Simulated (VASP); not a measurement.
# Al4Ir (Pm-3m) in VASP: single point with PBE

Aim: the single point of Al4Ir with PBE.

Everything below comes from runs of VASP 6.6.1. Logs are shortened: lines on timing, memory, paths and dates and some standing lists are left out, and cuts for length are marked.

## 1. The cell of the first run

Symmetry: Pm-3m, No. 221, cubic system. Conventional cell: a = 4.433 Å, b = 4.433 Å, c = 4.433 Å, α = 90.00°, β = 90.00°, γ = 90.00°. Within 2.9 Å of Al (site symmetry 4/mmm) lie 2 Al at 2.22 Å. Al (site symmetry m-3m) has 6 Al at 2.22 Å within 2.9 Å. Within 4.1 Å of Ir (site symmetry m-3m) lie 20 Al at 3.13 to 3.84 Å.

## 2. Single point, PBE

INCAR reads:

```
PREC = Accurate ; ENCUT = 520
EDIFF = 1E-6 ; ISMEAR = 0
SIGMA = 0.1 ; LREAL = F
LASPH = T ; NELM = 80
ALGO = Normal ; ISIF = 2
LWAVE = F ; LCHARG = F
GGA = PE ; NBANDS = 18
```

KPOINTS reads:

```
regular mesh
0
Gamma
  4 4 4
```

POSCAR reads:

```
Al4Ir
1.0
    4.4326388300      0.0000000000      0.0000000000
    0.0000000000      4.4326388300      0.0000000000
    0.0000000000      0.0000000000      4.4326388300
Al Ir
4 1
Direct
    0.0000000000      0.5000000000      0.5000000000
    0.5000000000      0.0000000000      0.5000000000
    0.5000000000      0.5000000000      0.0000000000
    0.5000000000      0.5000000000      0.5000000000
    0.0000000000      0.0000000000      0.0000000000
```

Potentials or basis: VASP PAW PBE potentials, release 64 (Al, Ir).

Command:

```
cat potpaw_PBE.64/Al/POTCAR potpaw_PBE.64/Ir/POTCAR > POTCAR
mpirun -np 1 vasp_std > vasp.out
```

OUTCAR:

```text
PREC = Accurate
   ENCUT = 520
   EDIFF = 1E-6
   ISMEAR = 0
   LREAL = F
   LASPH = T
   NELM = 80
   ISIF = 2
   GGA = PE

 ion  position               nearest neighbor table
   1  0.000  0.500  0.500-   4 2.22   4 2.22   2 3.13   5 3.13   3 3.13   5 3.13   2 3.13   5 3.13
                             5 3.13   2 3.13   3 3.13   3 3.13   3 3.13   2 3.13
   2  0.500  0.000  0.500-   4 2.22   4 2.22   1 3.13   5 3.13   3 3.13   5 3.13   1 3.13   3 3.13
                             3 3.13   3 3.13   1 3.13   5 3.13   5 3.13   1 3.13
   3  0.500  0.500  0.000-   4 2.22   4 2.22   1 3.13   5 3.13   1 3.13   2 3.13   2 3.13   2 3.13
                             5 3.13   2 3.13   1 3.13   5 3.13   1 3.13   5 3.13
   4  0.500  0.500  0.500-   1 2.22   2 2.22   3 2.22   3 2.22   2 2.22   1 2.22
   5  0.000  0.000  0.000-   1 3.13   2 3.13   3 3.13   1 3.13   2 3.13   1 3.13   3 3.13   1 3.13
                             2 3.13   3 3.13   2 3.13   3 3.13

  LATTYP: Found a simple cubic cell.
 ALAT       =     4.4326388300

  Lattice vectors:

 A1 = (   4.4326388300,   0.0000000000,   0.0000000000)
 A2 = (   0.0000000000,   4.4326388300,   0.0000000000)
 A3 = (   0.0000000000,   0.0000000000,   4.4326388300)

Analysis of symmetry for initial positions (statically):
=====================================================================
 Subroutine PRICEL returns:
 Original cell was already a primitive cell.

 Routine SETGRP: Setting up the symmetry group for a
 simple cubic supercell.

 Subroutine GETGRP returns: Found 48 space group operations
 (whereof 48 operations were pure point group operations)
 out of a pool of 48 trial point group operations.

The static configuration has the point symmetry O_h .

Analysis of symmetry for dynamics (positions and initial velocities):
=====================================================================
 Subroutine PRICEL returns:
 Original cell was already a primitive cell.

 Routine SETGRP: Setting up the symmetry group for a
 simple cubic supercell.

 Subroutine GETGRP returns: Found 48 space group operations
 (whereof 48 operations were pure point group operations)
 out of a pool of 48 trial point group operations.

The dynamic configuration has the point symmetry O_h .

 Subroutine INISYM returns: Found 48 space group operations
 (whereof 48 operations are pure point group operations),
 and found     1 'primitive' translations

----------------------------------------------------------------------------------------

                                     Primitive cell

  volume of cell :      87.0938

  direct lattice vectors                    reciprocal lattice vectors
     4.432638830  0.000000000  0.000000000     0.225599251  0.000000000  0.000000000
     0.000000000  4.432638830  0.000000000     0.000000000  0.225599251  0.000000000
     0.000000000  0.000000000  4.432638830     0.000000000  0.000000000  0.225599251

  length of vectors
     4.432638830  4.432638830  4.432638830     0.225599251  0.225599251  0.225599251

  position of ions in fractional coordinates (direct lattice)
     0.000000000  0.500000000  0.500000000
     0.500000000  0.000000000  0.500000000
     0.500000000  0.500000000  0.000000000
     0.500000000  0.500000000  0.500000000
     0.000000000  0.000000000  0.000000000

  ion indices of the primitive-cell ions
   primitive index   ion index
                 1           1
                 2           2
                 3           3
                 4           4
                 5           5

----------------------------------------------------------------------------------------

 KPOINTS: regular mesh

Automatic generation of k-mesh.
 Grid dimensions read from file:
 generate k-points for:    4    4    4

 Generating k-lattice:

  Cartesian coordinates                     Fractional coordinates (reciprocal lattice)
     0.056399813  0.000000000  0.000000000     0.250000000  0.000000000  0.000000000
     0.000000000  0.056399813  0.000000000     0.000000000  0.250000000  0.000000000
     0.000000000  0.000000000  0.056399813     0.000000000  0.000000000  0.250000000

  Length of vectors
     0.056399813  0.056399813  0.056399813

  Shift w.r.t. Gamma in fractional coordinates (k-lattice)
     0.000000000  0.000000000  0.000000000

 Subroutine IBZKPT returns following result:
 ===========================================

 Found     10 irreducible k-points:

 Following reciprocal coordinates:
            Coordinates               Weight
  0.000000  0.000000  0.000000      1.000000
  0.250000  0.000000  0.000000      6.000000
  0.500000  0.000000  0.000000      3.000000
  0.250000  0.250000  0.000000     12.000000
  0.500000  0.250000  0.000000     12.000000
  0.500000  0.500000  0.000000      3.000000
  0.250000  0.250000  0.250000      8.000000
  0.500000  0.250000  0.250000     12.000000
  0.500000  0.500000  0.250000      6.000000
  0.500000  0.500000  0.500000      1.000000
   k-points           NKPTS =     10   k-points in BZ     NKDIM =     10   number of bands    NBANDS=     18
   number of dos      NEDOS =    301   number of ions     NIONS =      5
   total plane-waves  NPLWV =  46656
   dimension x,y,z NGX =    36 NGY =   36 NGZ =   36
   dimension x,y,z NGXF=    72 NGYF=   72 NGZF=   72
   ions per type =               4   1
   NGX,Y,Z   is equivalent  to a cutoff of  13.50, 13.50, 13.50 a.u.
   NGXF,Y,Z  is equivalent  to a cutoff of  27.00, 27.00, 27.00 a.u.
 SYSTEM =  unknown system
   PREC   = accura    normal or accurate (medium, high low for compatibility)
   ISTART =      0    job   : 0-new  1-cont  2-samecut
   ICHARG =      2    charge: 1-file 2-atom 10-const
   ISPIN  =      1    spin polarized calculation?
   LNONCOLLINEAR =      F non collinear calculations
   LSORBIT =      F    spin-orbit coupling
   LASPH  =      T    aspherical Exc in radial PAW
   ENCUT  =  520.0 eV  38.22 Ry    6.18 a.u.   8.24  8.24  8.24*2*pi/ulx,y,z
   NELM   =     80;   NELMIN=  2; NELMDL= -5     # of ELM steps
   EDIFF  = 0.1E-05   stopping-criterion for ELM
   LREAL  =      F    real-space projection
   EDIFFG = 0.1E-04   stopping-criterion for IOM
   NSW    =      0    number of steps for IOM
   IBRION =     -1    ionic relax: 0-MD 1-quasi-New 2-CG
   NFREE  =      0    steps in history (QN), initial steepest desc. (CG)
   ISIF   =      2    stress and relaxation
   ISYM   =      2    0-nonsym 1-usesym 2-fastsym
   POTIM  = 0.5000    time-step for ionic-motion
   TEBEG  =    0.0;   TEEND  =   0.0 temperature during run
   PSTRESS=    0.0 pullay stress
   NELECT =      21.0000    total number of electrons
   NUPDOWN=      -1.0000    fix difference up-down
   EMIN   =  10.00;   EMAX   =-10.00  energy-range for DOS
   EFERMI =   0.00;   METHOD = LEGACY
   ISMEAR =     0;   SIGMA  =   0.10  broadening in eV -4-tet -1-fermi 0-gaus
   EFERMI_NEDOS =   21; number of points for ismear=-14 and -15
   IALGO  =     38    algorithm
   IMIX   =      4    mixing-type and parameters
     AMIX     =   0.40;   BMIX     =  1.00
     AMIX_MAG =   1.60;   BMIX_MAG =  1.00
  volume/ion in A,a.u.               =      17.42       117.55
  Fermi-wavevector in a.u.,A,eV,Ry     =   1.018949  1.925534 14.126332  1.038256
  Thomas-Fermi vector in A             =   2.152435
   LORBIT       =      0    0 simple, 1 ext, 2 COOP (PROOUT), +10 PAW based schemes
   GGA     = PE    functional components
   LHFCALC =     F    Hartree Fock is set to
   AEXX    =    0.0000 exact exchange contribution
   IVDW    =     0    specifies the selected vdW correction
   LEPSILON=     F    determine dielectric tensor
   LRPA    =     F    only Hartree local field effects (RPA)
 non-spin polarized calculation
 Gauss-broadening in eV      SIGMA  =   0.10
  energy-cutoff  :      520.00
  volume of cell :       87.09
 maximum number of plane-waves:      2360
 NGX is ok and might be reduce to    36
   NGX = 17   NGY = 17   NGZ = 17

 number of electron      20.9999999 magnetization

 Free energy of the ion-electron system (eV)
  ---------------------------------------------------
  ext. energy  EPLUGINS =         0.00000000
  ---------------------------------------------------
  free energy    TOTEN  =       -17.75843256 eV

  energy without entropy =      -17.74690313  energy(sigma->0) =      -17.75266785

 E-fermi :   6.7948     XC(G=0): -10.4214

 val. band max:        6.7630275455   @ k =   0.5000   0.2500   0.0000
 cond. band min:       6.9363089185   @ k =   0.5000   0.0000   0.0000
 fundamental gap:      0.1732813730
 Fermi energy:         6.7947758832

 k-point     1 :       0.0000    0.0000    0.0000
  band No.  band energies     occupation
      1      -3.8193      2.00000
      2       3.2341      2.00000
      3       3.2341      2.00000
      4       3.2341      2.00000
      5       3.4637      2.00000
      6       3.4637      2.00000
[... 10 lines left out ...]
     17      11.1731      0.00000
     18      11.1731      0.00000

 k-point     2 :       0.2500    0.0000    0.0000
  band No.  band energies     occupation
      1      -3.4120      2.00000
      2       0.7506      2.00000
      3       3.2659      2.00000
      4       3.2659      2.00000
      5       3.8294      2.00000
      6       4.5737      2.00000
[... 10 lines left out ...]
     17      11.5608      0.00000
     18      11.8724      0.00000

 k-point     3 :       0.5000    0.0000    0.0000
  band No.  band energies     occupation
      1      -2.7117      2.00000
      2      -0.7818      2.00000
      3       3.2867      2.00000
      4       3.2867      2.00000
      5       4.5372      2.00000
      6       5.5272      2.00000
[... 10 lines left out ...]
     17      12.2255      0.00000
     18      13.0656      0.00000

 k-point     4 :       0.2500    0.2500    0.0000
  band No.  band energies     occupation
      1      -3.0225      2.00000
      2       1.0149      2.00000
      3       1.1921      2.00000
      4       3.4480      2.00000
      5       4.3556      2.00000
      6       4.7720      2.00000
[... 10 lines left out ...]
     17      11.7049      0.00000
     18      12.5576      0.00000

 k-point     5 :       0.5000    0.2500    0.0000
  band No.  band energies     occupation
      1      -2.3725      2.00000
      2      -0.3497      2.00000
      3       1.6543      2.00000
      4       3.6397      2.00000
      5       3.6453      2.00000
      6       5.0742      2.00000
[... 10 lines left out ...]
     17      11.6399      0.00000
     18      13.1523      0.00000

 k-point     6 :       0.5000    0.5000    0.0000
  band No.  band energies     occupation
      1      -1.8460      2.00000
      2       0.4143      2.00000
      3       0.4143      2.00000
      4       2.1823      2.00000
      5       4.5317      2.00000
      6       4.7430      2.00000
[... 10 lines left out ...]
     17      11.5040      0.00000
     18      11.7233      0.00000

 k-point     7 :       0.2500    0.2500    0.2500
  band No.  band energies     occupation
      1      -2.6433      2.00000
      2       1.3925      2.00000
      3       1.3925      2.00000
      4       1.4817      2.00000
      5       4.5972      2.00000
      6       4.5972      2.00000
[... 10 lines left out ...]
     17      12.4115      0.00000
     18      13.4388      0.00000

 k-point     8 :       0.5000    0.2500    0.2500
  band No.  band energies     occupation
      1      -2.0176      2.00000
      2       0.0217      2.00000
      3       1.6442      2.00000
      4       2.2522      2.00000
      5       3.6888      2.00000
      6       4.1762      2.00000
[... 10 lines left out ...]
     17      12.3543      0.00000
     18      13.2137      0.00000

 k-point     9 :       0.5000    0.5000    0.2500
  band No.  band energies     occupation
      1      -1.4456      2.00000
      2       0.5958      2.00000
      3       0.5958      2.00000
      4       2.3308      2.00000
      5       2.7599      2.00000
      6       4.3947      2.00000
[... 10 lines left out ...]
     17      12.6448      0.00000
     18      14.0662      0.00000

 k-point    10 :       0.5000    0.5000    0.5000
  band No.  band energies     occupation
      1      -0.7101      2.00000
      2       0.8169      2.00000
      3       0.8169      2.00000
      4       0.8169      2.00000
      5       3.9735      2.00000
      6       3.9735      2.00000
[... 10 lines left out ...]
     17      14.9712      0.00000
     18      14.9712      0.00000

------------------------ aborting loop because EDIFF is reached ----------------------------------------

  FORCE on cell =-STRESS in cart. coord.  units (eV):
  Direction    XX          YY          ZZ          XY          YZ          ZX
  --------------------------------------------------------------------------------------
  -------------------------------------------------------------------------------------
  Total        7.2999986      7.2999986      7.2999986      0.0000000      0.0000000      0.0000000
  in kB      134.2908189    134.2908189    134.2908189      0.0000000      0.0000000      0.0000000
  external PRESSURE =     134.2908189 kB  Pullay stress =       0.0000000 kB

 VOLUME and BASIS-vectors are now :
 -----------------------------------------------------------------------------
  energy-cutoff  :      520.00
  volume of cell :       87.09
      direct lattice vectors                 reciprocal lattice vectors
     4.432638830  0.000000000  0.000000000     0.225599251  0.000000000  0.000000000
     0.000000000  4.432638830  0.000000000     0.000000000  0.225599251  0.000000000
     0.000000000  0.000000000  4.432638830     0.000000000  0.000000000  0.225599251

 POSITION                                       TOTAL-FORCE (eV/Angst)
 -----------------------------------------------------------------------------------
      0.00000      2.21632      2.21632         0.000000      0.000000      0.000000
      2.21632      0.00000      2.21632         0.000000      0.000000      0.000000
      2.21632      2.21632      0.00000         0.000000      0.000000      0.000000
      2.21632      2.21632      2.21632         0.000000      0.000000      0.000000
      0.00000      0.00000      0.00000         0.000000      0.000000      0.000000
 -----------------------------------------------------------------------------------
    total drift:                               -0.000000      0.000000     -0.000000

  FREE ENERGIE OF THE ION-ELECTRON SYSTEM (eV)
  ---------------------------------------------------
  free  energy   TOTEN  =       -17.7584325615 eV

  energy  without entropy=      -17.7469031323  energy(sigma->0) =      -17.75266785
```

Run time: 32 s. Hardware: 1 thread of AMD EPYC 7R13, shared host; peak memory 0.18 GiB.

Results:

| Quantity | Value |
| --- | --- |
| Free energy | -17.7584 eV |
| Pressure | 13.4 GPa |

Levels at points of the mesh, in eV from the Fermi level:
| k point | band 8 | band 9 | band 10 | band 11 | band 12 | band 13 |
| --- | --- | --- | --- | --- | --- | --- |
| (0.00, 0.00, 0.00) | -1.26 | -1.26 | -1.26 | 0.68 | 0.68 | 4.35 |
| (0.50, 0.00, 0.00) | -0.86 | -0.49 | -0.25 | -0.25 | 0.14 | 0.14 |
| (0.50, 0.50, 0.00) | -1.56 | -0.91 | -0.72 | 1.30 | 2.00 | 2.00 |
| (0.50, 0.50, 0.50) | -1.57 | -0.68 | -0.68 | -0.14 | -0.14 | -0.14 |

Caveat: spin-orbit coupling is left out, which moves the levels of the heavy elements.
